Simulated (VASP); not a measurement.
# AlN (P6_3/mmc) in VASP: settings compared, part 2 of 2

VASP 6.6.1. The steps go on from the part before.

## 3. Single point, r2SCAN

This run uses another cell than the first one, of 9.35 Å³/atom, 0.887 times its volume.

The input, POSCAR:

```
AlN
1.0
    3.2445025711      0.0000000000      0.0000000000
   -1.6222512856      2.8098216493      0.0000000000
    0.0000000000      0.0000000000      4.1020785442
Al N
2 2
Direct
    0.6666666667      0.3333333333      0.2500000000
    0.3333333333      0.6666666667      0.7500000000
    0.6666666667      0.3333333333      0.7500000000
    0.3333333333      0.6666666667      0.2500000000
```

The input, INCAR.step1:

```
SYSTEM = AlN
  PREC = Accurate
  ENCUT = 520
  ISMEAR = -1
  SIGMA = 0.05
  LREAL = .False.
  LASPH = .True.
  NELM = 60
  NBANDS = 16
  GGA = PE
  ALGO = Normal
  EDIFF = 1E-4
  LWAVE = .True.
  LCHARG = .False.
```

The input, INCAR.step2:

```
SYSTEM = AlN
  PREC = Accurate
  ENCUT = 520
  EDIFF = 1E-7
  ISMEAR = -1
  SIGMA = 0.05
  LREAL = .False.
  LASPH = .True.
  NELM = 60
  ALGO = Normal
  ISIF = 2
  LWAVE = .False.
  LCHARG = .False.
  METAGGA = R2SCAN
  LMIXTAU = .True.
  NBANDS = 16
  ISTART = 1
```

The input, KPOINTS:

```
regular mesh
0
Gamma
  9 9 7
  0 0 0
```

Potentials or basis: VASP PAW PBE potentials, release 64 (Al, N).

The run is started by

```sh
$ cat potpaw_PBE.64/Al/POTCAR potpaw_PBE.64/N/POTCAR > POTCAR
$ cp INCAR.step1 INCAR
$ mpirun -np 1 vasp_std > vasp.out
$ cp INCAR.step2 INCAR
$ mpirun -np 1 vasp_std > vasp.out
```

OUTCAR:

```text
SYSTEM = AlN
   PREC = Accurate
   ENCUT = 520
   EDIFF = 1E-7
   ISMEAR = -1
   LREAL = .False.
   LASPH = .True.
   NELM = 60
   ISIF = 2
   METAGGA = R2SCAN
   ISTART = 1

 ion  position               nearest neighbor table
   1  0.667  0.333  0.250-   4 1.87   4 1.87   4 1.87   3 2.05   3 2.05   2 2.78   2 2.78   2 2.78
                             2 2.78   2 2.78   2 2.78
   2  0.333  0.667  0.750-   3 1.87   3 1.87   3 1.87   4 2.05   4 2.05   1 2.78   1 2.78   1 2.78
                             1 2.78   1 2.78   1 2.78
   3  0.667  0.333  0.750-   2 1.87   2 1.87   2 1.87   1 2.05   1 2.05
   4  0.333  0.667  0.250-   1 1.87   1 1.87   1 1.87   2 2.05   2 2.05

  LATTYP: Found a hexagonal cell.
 ALAT       =     3.2445025711
 C/A-ratio  =     1.2643166261

  Lattice vectors:

 A1 = (   3.2445025711,   0.0000000000,   0.0000000000)
 A2 = (  -1.6222512856,   2.8098216493,   0.0000000000)
 A3 = (   0.0000000000,   0.0000000000,   4.1020785442)

Analysis of symmetry for initial positions (statically):
=====================================================================
 Subroutine PRICEL returns:
 Original cell was already a primitive cell.

[... 178 lines left out ...]
 fundamental gap:      4.3430806876
 Fermi energy:         9.4380974204

 k-point     1 :       0.0000    0.0000    0.0000
  band No.  band energies     occupation
      1      -9.6796      2.00000
      2      -5.7518      2.00000
      3       1.0180      2.00000
      4       4.8759      2.00000
      5       4.8759      2.00000
      6       6.6463      2.00000
[... 433 lines left out ...]
      3       1.3743      2.00000
      4       2.7691      2.00000
      5       2.7691      2.00000
      6       5.3301      2.00000
[... 8 lines left out ...]
     15      21.2071      0.00000
     16      23.1749      0.00000

 [... further k-points ...]

------------------------ aborting loop because EDIFF is reached ----------------------------------------

  FORCE on cell =-STRESS in cart. coord.  units (eV):
  Direction    XX          YY          ZZ          XY          YZ          ZX
  --------------------------------------------------------------------------------------
  -------------------------------------------------------------------------------------
  Total        2.3439602      2.3439602      1.4994672     -0.0000000      0.0000000     -0.0000000
  in kB      100.4222551    100.4222551     64.2416544     -0.0000000      0.0000000     -0.0000000
  external PRESSURE =      88.3620549 kB  Pullay stress =       0.0000000 kB

 VOLUME and BASIS-vectors are now :
 -----------------------------------------------------------------------------
  energy-cutoff  :      520.00
  volume of cell :       37.40
      direct lattice vectors                 reciprocal lattice vectors
     3.244502571  0.000000000  0.000000000     0.308213656  0.177947237  0.000000000
    -1.622251286  2.809821649  0.000000000     0.000000000  0.355894475  0.000000000
     0.000000000  0.000000000  4.102078544     0.000000000  0.000000000  0.243778852

 POSITION                                       TOTAL-FORCE (eV/Angst)
 -----------------------------------------------------------------------------------
      1.62225      0.93661      1.02552        -0.000000      0.000000      0.000000
     -0.00000      1.87321      3.07656         0.000000      0.000000      0.000000
      1.62225      0.93661      3.07656         0.000000      0.000000      0.000000
     -0.00000      1.87321      1.02552         0.000000      0.000000      0.000000
 -----------------------------------------------------------------------------------
    total drift:                                0.000000     -0.000000      0.000000

  FREE ENERGIE OF THE ION-ELECTRON SYSTEM (eV)
  ---------------------------------------------------
  free  energy   TOTEN  =       -37.9727199889 eV

  energy  without entropy=      -37.9727199889  energy(sigma->0) =      -37.97271999
```

It took 87 s on 1 thread of Intel Xeon Platinum 8375C at 2.90GHz (Ice Lake), shared host; peak memory 0.16 GiB.

Results:

* Free energy: -37.9727 eV
* Pressure: 8.8 GPa
* Band gap on the k mesh: 4.34 eV, direct

Stress tensor (GPa, compression positive):
```
10.04  0.00  0.00
 0.00 10.04  0.00
 0.00  0.00  6.42
```

Caveat: the PAW data sets were made with another functional, which shifts forces and pressure a little.

## 4. Single point, r2SCAN

This run uses another cell than the first one, of 9.55 Å³/atom, 0.906 times its volume.

The input, POSCAR:

```
AlN
1.0
    3.2673519336      0.0000000000      0.0000000000
   -1.6336759668      2.8296097776      0.0000000000
    0.0000000000      0.0000000000      4.1309673730
Al N
2 2
Direct
    0.6666666667      0.3333333333      0.2500000000
    0.3333333333      0.6666666667      0.7500000000
    0.6666666667      0.3333333333      0.7500000000
    0.3333333333      0.6666666667      0.2500000000
```

The input, INCAR.step1:

```
PREC = Accurate ; ENCUT = 520
ISMEAR = -1 ; SIGMA = 0.05
LREAL = F ; LASPH = T
NELM = 80 ; NBANDS = 16
GGA = PE ; ALGO = Normal
EDIFF = 1E-4 ; LWAVE = T
LCHARG = F
```

The input, INCAR.step2:

```
PREC = Accurate ; ENCUT = 520
EDIFF = 1E-6 ; ISMEAR = -1
SIGMA = 0.05 ; LREAL = F
LASPH = T ; NELM = 80
ALGO = Normal ; ISIF = 2
LWAVE = F ; LCHARG = T
METAGGA = R2SCAN ; LMIXTAU = T
LELF = T ; LVHAR = T
NBANDS = 16 ; ISTART = 1
```

The input, KPOINTS:

```
Automatic mesh
0
Gamma
  9 9 7
```

The run is started by

```sh
$ cat potpaw_PBE.64/Al/POTCAR potpaw_PBE.64/N/POTCAR > POTCAR
$ cp INCAR.step1 INCAR
$ mpirun -np 1 vasp_std > vasp.out
$ cp INCAR.step2 INCAR
$ mpirun -np 1 vasp_std > vasp.out
```

Run time: 72 s. Hardware: 1 thread of Intel Xeon Platinum 8375C at 2.90GHz (Ice Lake), shared host; peak memory 0.16 GiB.

Results (log left out):

- Free energy: -38.0043 eV
- Pressure: 3.5 GPa
- Band gap on the k mesh: 4.18 eV, direct

Stress tensor (GPa, compression positive):
```
4.36 0.00 0.00
0.00 4.36 0.00
0.00 0.00 1.87
```

Levels at points of the mesh, in eV from the valence-band top:
```csv
k point,band 4,band 5,band 6,band 7,band 8,band 9,band 10,band 11,band 12,band 13
"(0.00, 0.00, 0.00)",-3.54,-3.54,-1.79,-1.79,0.00,4.18,5.55,9.26,9.26,12.49
```

Caveat: the PAW data sets were made with another functional, which shifts forces and pressure a little. A k mesh can miss the band edges.

## 5. Single point, r2SCAN

This run uses another cell than the first one, of 9.75 Å³/atom, 0.925 times its volume.

The input, POSCAR:

```
AlN
1.0
    3.2898861073      0.0000000000      0.0000000000
   -1.6449430536      2.8491249445      0.0000000000
    0.0000000000      0.0000000000      4.1594577035
Al N
2 2
Direct
    0.6666666667      0.3333333333      0.2500000000
    0.3333333333      0.6666666667      0.7500000000
    0.6666666667      0.3333333333      0.7500000000
    0.3333333333      0.6666666667      0.2500000000
```

The input, INCAR.step1:

```
  ALGO = Normal
  EDIFF = 1E-4
  ENCUT = 520
  GGA = PE
  ISMEAR = -1
  LASPH = T
  LCHARG = F
  LREAL = F
  LWAVE = T
  NBANDS = 16
  NELM = 100
  PREC = Accurate
  SIGMA = 0.05
```

The input, INCAR.step2:

```
  ALGO = Normal
  EDIFF = 1E-6
  ENCUT = 520
  ISIF = 2
  ISMEAR = -1
  ISTART = 1
  LASPH = T
  LCHARG = F
  LMIXTAU = T
  LREAL = F
  LWAVE = F
  METAGGA = R2SCAN
  NBANDS = 16
  NELM = 100
  PREC = Accurate
  SIGMA = 0.05
```

The input, KPOINTS:

```
k-points
0
Gamma
  9 9 7
```

The run is started by

```sh
$ cat potpaw_PBE.64/Al/POTCAR potpaw_PBE.64/N/POTCAR > POTCAR
$ cp INCAR.step1 INCAR
$ mpirun -np 1 vasp_std > vasp.out
$ cp INCAR.step2 INCAR
$ mpirun -np 1 vasp_std > vasp.out
```

Run time: 52 s. Hardware: 1 thread of Intel Xeon Platinum 8375C at 2.90GHz (Ice Lake), shared host; peak memory 0.16 GiB.

The run converged. Its results:

- Free energy: -38.0106 eV
- Pressure: -1.3 GPa
- Band gap on the k mesh: 4.02 eV, direct

Stress tensor (GPa, compression positive):
```
-0.80  0.00  0.00
 0.00 -0.80  0.00
 0.00  0.00 -2.26
```

Levels at points of the mesh, in eV from the valence-band top:
```
           k point  band 6  band 7  band 8  band 9  band 10  band 11
(0.00, 0.00, 0.00)   -1.74   -1.74    0.00    4.02     5.37     9.14
```

Caveat: the PAW data sets were made with another functional, which shifts forces and pressure a little. A k mesh can miss the band edges.

## 6. Summary

| level | cell | gap on the mesh (eV) | pressure (GPa) |
| --- | --- | --- | --- |
| PBEsol | a = 3.377, b = 3.377, c = 4.270 Å, angles 90.0, 90.0, 120.0°, 4 atoms | 2.76 | -14.0 |
| r2SCAN | a = 3.245, b = 3.245, c = 4.102 Å, angles 90.0, 90.0, 120.0°, 4 atoms | 4.34 | 8.8 |
| r2SCAN | a = 3.267, b = 3.267, c = 4.131 Å, angles 90.0, 90.0, 120.0°, 4 atoms | 4.18 | 3.5 |
| r2SCAN | a = 3.290, b = 3.290, c = 4.159 Å, angles 90.0, 90.0, 120.0°, 4 atoms | 4.02 | -1.3 |

Alike in all rows: task single point; potentials or basis VASP PAW PBE potentials, release 64 (Al, N); no spin polarisation; k mesh 9 × 9 × 7; cutoff (eV) 520; smearing fermi-dirac 0.05 eV.

Caveats: the PAW data sets were made with another functional, which shifts forces and pressure a little.

Absolute energies hang on the potentials; compare differences alone.
